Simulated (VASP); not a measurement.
# Ti (P6_3/mmc) in VASP: further runs

Ti is run at these levels: PBE; tasks: single point.

Program: VASP 6.6.1. These are calculated values, not measurements. Logs are shortened: lines on timing, memory, paths and dates and some standing lists are left out, and cuts for length are marked.

**1. The cell of the first run**

It takes space group P6_3/mmc (No. 194, hexagonal). Conventional cell: a = 2.890 Å, b = 2.890 Å, c = 4.584 Å, α = 90.00°, β = 90.00°, γ = 120.00°. Within 3.7 Å of Ti (site symmetry -6m2) lie 12 Ti at 2.84 to 2.89 Å.

**2. Single point, PBE**

The input, INCAR:

```
SYSTEM = Ti
PREC     = Accurate       ! precision mode
ENCUT    = 520            ! plane-wave cutoff, eV
EDIFF    = 1E-6           ! SCF threshold, eV
ISMEAR   = -1             ! smearing method
SIGMA    = 0.1            ! smearing width, eV
LREAL    = .FALSE.        ! projectors in reciprocal space
LASPH    = .TRUE.         ! aspherical terms in the spheres
NELM     = 80             ! most SCF steps
ALGO     = Normal         ! electronic algorithm
ISIF     = 2              ! what is computed and relaxed
LWAVE    = .FALSE.        ! write WAVECAR
LCHARG   = .FALSE.        ! write CHGCAR
GGA      = PE             ! functional
NBANDS   = 19             ! bands
```

The input, KPOINTS:

```
Automatic mesh
0
G
  11 11 6
  0 0 0
```

The input, POSCAR:

```
Ti
1.0
    2.8897790207      0.0000000000      0.0000000000
   -1.4448895104      2.5026220421      0.0000000000
    0.0000000000      0.0000000000      4.5844629888
Ti
2
Direct
    0.3333333333      0.6666666667      0.2500000000
    0.6666666667      0.3333333333      0.7500000000
```

Potentials or basis: VASP PAW PBE potentials, release 64 (Ti_sv).

On the command line:

```sh
$ cat potpaw_PBE.64/Ti_sv/POTCAR > POTCAR
$ mpirun -np 1 vasp_std > vasp.out
```

OUTCAR:

```text
SYSTEM = Ti
   PREC = Accurate
   ENCUT = 520
   EDIFF = 1E-6
   ISMEAR = -1
   LREAL = .FALSE.
   LASPH = .TRUE.
   NELM = 80
   ISIF = 2
   GGA = PE

 ion  position               nearest neighbor table
   1  0.333  0.667  0.250-   2 2.84   2 2.84   2 2.84   2 2.84   2 2.84   2 2.84
   2  0.667  0.333  0.750-   1 2.84   1 2.84   1 2.84   1 2.84   1 2.84   1 2.84

  LATTYP: Found a hexagonal cell.
 ALAT       =     2.8897790207
 C/A-ratio  =     1.5864406780

  Lattice vectors:

 A1 = (   2.8897790207,   0.0000000000,   0.0000000000)
 A2 = (  -1.4448895104,   2.5026220421,   0.0000000000)
 A3 = (   0.0000000000,   0.0000000000,   4.5844629888)

Analysis of symmetry for initial positions (statically):
=====================================================================
 Subroutine PRICEL returns:
 Original cell was already a primitive cell.

 Routine SETGRP: Setting up the symmetry group for a
 hexagonal supercell.

 Subroutine GETGRP returns: Found 24 space group operations
 (whereof 12 operations were pure point group operations)
 out of a pool of 24 trial point group operations.

The static configuration has the point symmetry D_3d.
 The point group associated with its full space group is D_6h.

Analysis of symmetry for dynamics (positions and initial velocities):
=====================================================================
 Subroutine PRICEL returns:
 Original cell was already a primitive cell.

 Routine SETGRP: Setting up the symmetry group for a
 hexagonal supercell.

 Subroutine GETGRP returns: Found 24 space group operations
 (whereof 12 operations were pure point group operations)
 out of a pool of 24 trial point group operations.

The dynamic configuration has the point symmetry D_3d.
 The point group associated with its full space group is D_6h.

 Subroutine INISYM returns: Found 24 space group operations
 (whereof 12 operations are pure point group operations),
 and found     1 'primitive' translations

----------------------------------------------------------------------------------------

                                     Primitive cell

  volume of cell :      33.1549

  direct lattice vectors                    reciprocal lattice vectors
     2.889779021  0.000000000  0.000000000     0.346047221  0.199790456  0.000000000
    -1.444889510  2.502622042  0.000000000     0.000000000  0.399580913  0.000000000
     0.000000000  0.000000000  4.584462989     0.000000000  0.000000000  0.218128056

  length of vectors
     2.889779021  2.889779020  4.584462989     0.399580913  0.399580913  0.218128056

  position of ions in fractional coordinates (direct lattice)
     0.333333333  0.666666667  0.250000000
     0.666666667  0.333333333  0.750000000

  ion indices of the primitive-cell ions
   primitive index   ion index
                 1           1
                 2           2

----------------------------------------------------------------------------------------

 KPOINTS: Automatic mesh

Automatic generation of k-mesh.
 Grid dimensions read from file:
 generate k-points for:   11   11    6

 Generating k-lattice:

  Cartesian coordinates                     Fractional coordinates (reciprocal lattice)
     0.031458838  0.018162769  0.000000000     0.090909091  0.000000000  0.000000000
     0.000000000  0.036325538  0.000000000     0.000000000  0.090909091  0.000000000
     0.000000000  0.000000000  0.036354676     0.000000000  0.000000000  0.166666667

  Length of vectors
     0.036325538  0.036325538  0.036354676

  Shift w.r.t. Gamma in fractional coordinates (k-lattice)
     0.000000000  0.000000000  0.000000000

 Subroutine IBZKPT returns following result:
 ===========================================

 Found     64 irreducible k-points:

 Following reciprocal coordinates:
            Coordinates               Weight
  0.000000  0.000000  0.000000      1.000000
  0.090909 -0.000000  0.000000      6.000000
  0.181818 -0.000000  0.000000      6.000000
  0.272727 -0.000000  0.000000      6.000000
  0.363636 -0.000000  0.000000      6.000000
  0.454545 -0.000000  0.000000      6.000000
[... 16 lines left out ...]
  0.090909  0.090909  0.166667     12.000000
  0.181818  0.090909  0.166667     24.000000
 [... further k-points ...]
   k-points           NKPTS =     64   k-points in BZ     NKDIM =     64   number of bands    NBANDS=     19
   number of dos      NEDOS =    301   number of ions     NIONS =      2
   total plane-waves  NPLWV =  20736
   dimension x,y,z NGX =    24 NGY =   24 NGZ =   36
   dimension x,y,z NGXF=    48 NGYF=   48 NGZF=   72
   ions per type =               2
   NGX,Y,Z   is equivalent  to a cutoff of  13.81, 13.81, 13.05 a.u.
   NGXF,Y,Z  is equivalent  to a cutoff of  27.61, 27.61, 26.11 a.u.
 SYSTEM =  Ti
   PREC   = accura    normal or accurate (medium, high low for compatibility)
   ISTART =      0    job   : 0-new  1-cont  2-samecut
   ICHARG =      2    charge: 1-file 2-atom 10-const
   ISPIN  =      1    spin polarized calculation?
   LNONCOLLINEAR =      F non collinear calculations
   LSORBIT =      F    spin-orbit coupling
   LASPH  =      T    aspherical Exc in radial PAW
   ENCUT  =  520.0 eV  38.22 Ry    6.18 a.u.   5.37  5.37  8.52*2*pi/ulx,y,z
   NELM   =     80;   NELMIN=  2; NELMDL= -5     # of ELM steps
   EDIFF  = 0.1E-05   stopping-criterion for ELM
   LREAL  =      F    real-space projection
   EDIFFG = 0.1E-04   stopping-criterion for IOM
   NSW    =      0    number of steps for IOM
   IBRION =     -1    ionic relax: 0-MD 1-quasi-New 2-CG
   NFREE  =      0    steps in history (QN), initial steepest desc. (CG)
   ISIF   =      2    stress and relaxation
   ISYM   =      2    0-nonsym 1-usesym 2-fastsym
   POTIM  = 0.5000    time-step for ionic-motion
   TEBEG  =    0.0;   TEEND  =   0.0 temperature during run
   PSTRESS=    0.0 pullay stress
   NELECT =      24.0000    total number of electrons
   NUPDOWN=      -1.0000    fix difference up-down
   EMIN   =  10.00;   EMAX   =-10.00  energy-range for DOS
   EFERMI =   0.00;   METHOD = LEGACY
   ISMEAR =    -1;   SIGMA  =   0.10  broadening in eV -4-tet -1-fermi 0-gaus
   EFERMI_NEDOS =   21; number of points for ismear=-14 and -15
   IALGO  =     38    algorithm
   IMIX   =      4    mixing-type and parameters
     AMIX     =   0.40;   BMIX     =  1.00
     AMIX_MAG =   1.60;   BMIX_MAG =  1.00
  volume/ion in A,a.u.               =      16.58       111.87
  Fermi-wavevector in a.u.,A,eV,Ry     =   1.469927  2.777759 29.397912  2.160686
  Thomas-Fermi vector in A             =   2.585245
   LORBIT       =      0    0 simple, 1 ext, 2 COOP (PROOUT), +10 PAW based schemes
   GGA     = PE    functional components
   LHFCALC =     F    Hartree Fock is set to
   AEXX    =    0.0000 exact exchange contribution
   IVDW    =     0    specifies the selected vdW correction
   LEPSILON=     F    determine dielectric tensor
   LRPA    =     F    only Hartree local field effects (RPA)
 non-spin polarized calculation
  energy-cutoff  :      520.00
  volume of cell :       33.15
 maximum number of plane-waves:       917
 NGX is ok and might be reduce to    24
   NGX = 11   NGY = 11   NGZ = 17

 number of electron      24.0000001 magnetization

 Free energy of the ion-electron system (eV)
  ---------------------------------------------------
  ext. energy  EPLUGINS =         0.00000000
  ---------------------------------------------------
  free energy    TOTEN  =       -15.68015785 eV

  energy without entropy =      -15.60555621  energy(sigma->0) =      -15.64285703

 E-fermi :   8.8204     XC(G=0): -11.7183

 val. band max:        8.7852832535   @ k =   0.3636   0.1818   0.3333
 cond. band min:       8.8308404409   @ k =   0.3636   0.2727   0.3333
 fundamental gap:      0.0455571874
 Fermi energy:         8.8204357088

 k-point     1 :       0.0000    0.0000    0.0000
  band No.  band energies     occupation
      1     -47.9379      2.00000
      2     -47.7739      2.00000
      3     -24.5744      2.00000
      4     -23.8422      2.00000
      5     -23.8422      2.00000
      6     -23.7541      2.00000
[... 11 lines left out ...]
     18      10.5615      0.00000
     19      12.1813      0.00000

 k-point     2 :       0.0909   -0.0000    0.0000
  band No.  band energies     occupation
      1     -47.9281      2.00000
      2     -47.7700      2.00000
      3     -24.5534      2.00000
      4     -23.8855      2.00000
      5     -23.8566      2.00000
      6     -23.7725      2.00000
[... 11 lines left out ...]
     18      10.4263      0.00000
     19      12.2533      0.00000

 k-point     3 :       0.1818   -0.0000    0.0000
  band No.  band energies     occupation
      1     -47.9013      2.00000
      2     -47.7601      2.00000
      3     -24.4939      2.00000
      4     -24.0026      2.00000
      5     -23.8936      2.00000
      6     -23.8901      2.00000
[... 11 lines left out ...]
     18      10.7615      0.00000
     19      12.3955      0.00000

 k-point     4 :       0.2727   -0.0000    0.0000
  band No.  band energies     occupation
      1     -47.8640      2.00000
      2     -47.7490      2.00000
      3     -24.4063      2.00000
      4     -24.1576      2.00000
      5     -24.0377      2.00000
      6     -23.9399      2.00000
[... 11 lines left out ...]
     18      11.3875      0.00000
     19      12.5178      0.00000

 k-point     5 :       0.3636   -0.0000    0.0000
  band No.  band energies     occupation
      1     -47.8261      2.00000
      2     -47.7423      2.00000
      3     -24.3081      2.00000
      4     -24.3007      2.00000
      5     -24.1680      2.00000
      6     -23.9810      2.00000
[... 11 lines left out ...]
     18      12.0542      0.00000
     19      12.5933      0.00000

 k-point     6 :       0.4545   -0.0000    0.0000
  band No.  band energies     occupation
      1     -47.7997      2.00000
      2     -47.7420      2.00000
      3     -24.3858      2.00000
      4     -24.2436      2.00000
      5     -24.2307      2.00000
      6     -24.0048      2.00000
[... 11 lines left out ...]
     18      12.6268      0.00000
     19      13.0907      0.00000

 k-point     7 :       0.0909    0.0909    0.0000
  band No.  band energies     occupation
      1     -47.9098      2.00000
      2     -47.7631      2.00000
      3     -24.5131      2.00000
      4     -23.9557      2.00000
      5     -23.9075      2.00000
      6     -23.8318      2.00000
[... 11 lines left out ...]
     18      10.6697      0.00000
     19      12.3365      0.00000

 k-point     8 :       0.1818    0.0909    0.0000
  band No.  band energies     occupation
      1     -47.8777      2.00000
      2     -47.7527      2.00000
      3     -24.4393      2.00000
      4     -24.0806      2.00000
      5     -24.0144      2.00000
      6     -23.9010      2.00000
[... 256 lines left out ...]
 k-point    20 :       0.2727   -0.0000    0.1667
  band No.  band energies     occupation
      1     -47.8563      2.00000
      2     -47.7568      2.00000
      3     -24.3994      2.00000
      4     -24.1309      2.00000
      5     -24.0715      2.00000
      6     -23.9289      2.00000
[... 11 lines left out ...]
     18      11.3076      0.00000
     19      12.4374      0.00000

 k-point    21 :       0.3636   -0.0000    0.1667
  band No.  band energies     occupation
      1     -47.8205      2.00000
      2     -47.7479      2.00000
      3     -24.3890      2.00000
      4     -24.2346      2.00000
      5     -24.1632      2.00000
      6     -23.9687      2.00000
[... 11 lines left out ...]
     18      11.9337      0.00000
     19      12.5116      0.00000

 k-point    22 :       0.4545   -0.0000    0.1667
  band No.  band energies     occupation
      1     -47.7958      2.00000
      2     -47.7459      2.00000
      3     -24.4338      2.00000
      4     -24.2956      2.00000
      5     -24.1513      2.00000
      6     -23.9919      2.00000
[... 11 lines left out ...]
     18      12.6017      0.00000
     19      12.8812      0.00000

 k-point    23 :       0.0909    0.0909    0.1667
  band No.  band energies     occupation
      1     -47.9001      2.00000
      2     -47.7731      2.00000
      3     -24.4719      2.00000
      4     -23.9424      2.00000
      5     -23.9220      2.00000
      6     -23.8655      2.00000
[... 11 lines left out ...]
     18      10.8324      0.00000
     19      12.3058      0.00000

 k-point    24 :       0.1818    0.0909    0.1667
  band No.  band energies     occupation
      1     -47.8694      2.00000
      2     -47.7611      2.00000
      3     -24.4175      2.00000
      4     -24.0665      2.00000
      5     -24.0314      2.00000
      6     -23.9145      2.00000
[... 11 lines left out ...]
     18      11.2697      0.00000
     19      12.3799      0.00000

 [... further k-points ...]
[... 5 lines left out ...]
  --------------------------------------------------------------------------------------
  -------------------------------------------------------------------------------------
  Total        1.1865098      1.1865098      1.1586864     -0.0000000     -0.0000000      0.0000000
  in kB       57.3368119     57.3368119     55.9922759     -0.0000000     -0.0000000      0.0000000
  external PRESSURE =      56.8886332 kB  Pullay stress =       0.0000000 kB

 VOLUME and BASIS-vectors are now :
 -----------------------------------------------------------------------------
  energy-cutoff  :      520.00
  volume of cell :       33.15
      direct lattice vectors                 reciprocal lattice vectors
     2.889779021  0.000000000  0.000000000     0.346047221  0.199790456  0.000000000
    -1.444889510  2.502622042  0.000000000     0.000000000  0.399580913  0.000000000
     0.000000000  0.000000000  4.584462989     0.000000000  0.000000000  0.218128056

 POSITION                                       TOTAL-FORCE (eV/Angst)
 -----------------------------------------------------------------------------------
     -0.00000      1.66841      1.14612         0.000000      0.000000      0.000000
      1.44489      0.83421      3.43835        -0.000000      0.000000      0.000000
 -----------------------------------------------------------------------------------
    total drift:                               -0.000000      0.000000     -0.000000

  FREE ENERGIE OF THE ION-ELECTRON SYSTEM (eV)
  ---------------------------------------------------
  free  energy   TOTEN  =       -15.6801578481 eV

  energy  without entropy=      -15.6055562059  energy(sigma->0) =      -15.64285703
```

Wall time 13 s (1 thread of Intel Xeon 6975P-C (Granite Rapids), shared host); peak memory 0.17 GiB.

Results:

```yaml
Free_energy: -15.6802 eV
Pressure: 5.7 GPa
Band_gap_on_the_k_mesh: zero (band 12 reaches 9.64 eV, above the bottom of band 13 at 8.63 eV)
```

Stress tensor (GPa, compression positive):
```
5.73 0.00 0.00
0.00 5.73 0.00
0.00 0.00 5.60
```

**3. Single point, PBE**

This run uses another cell than the first one, of 16.93 Å³/atom, 1.021 times its volume.

The input, INCAR:

```
PREC = Accurate ; ENCUT = 520
EDIFF = 1E-6 ; ISMEAR = -1
SIGMA = 0.1 ; LREAL = F
LASPH = T ; NELM = 100
ALGO = Normal ; ISIF = 2
LWAVE = F ; LCHARG = F
GGA = PE ; NBANDS = 19
```

The input, KPOINTS:

```
Automatic mesh
0
Gamma
  11 11 6
```

The input, POSCAR:

```
Ti
1.0
    2.9101302477      0.0000000000      0.0000000000
   -1.4550651239      2.5202467217      0.0000000000
    0.0000000000      0.0000000000      4.6167490031
Ti
2
Direct
    0.3333333333      0.6666666667      0.2500000000
    0.6666666667      0.3333333333      0.7500000000
```

Potentials or basis: VASP PAW PBE potentials, release 64 (Ti_sv).

On the command line:

```sh
$ cat potpaw_PBE.64/Ti_sv/POTCAR > POTCAR
$ mpirun -np 1 vasp_std > vasp.out
```

It took 14 s on 1 thread of Intel Xeon 6975P-C (Granite Rapids), shared host; peak memory 0.17 GiB.

It converged, with:

- Free energy: -15.6993 eV
- Pressure: 3.0 GPa
- Band gap on the k mesh: zero (band 12 reaches 9.40 eV, above the bottom of band 13 at 8.39 eV)

Stress tensor (GPa, compression positive):
```
3.10 0.00 0.00
0.00 3.10 0.00
0.00 0.00 2.92
```

Levels at points of the mesh, in eV from the Fermi level:
| k point | band 10 | band 11 | band 12 | band 13 | band 14 | band 15 |
| --- | --- | --- | --- | --- | --- | --- |
| (0.00, 0.00, 0.00) | -2.73 | 0.81 | 0.81 | 0.85 | 0.92 | 1.32 |
| (0.00, 0.00, 0.50) | -4.36 | 0.10 | 0.10 | 0.72 | 0.72 | 0.72 |
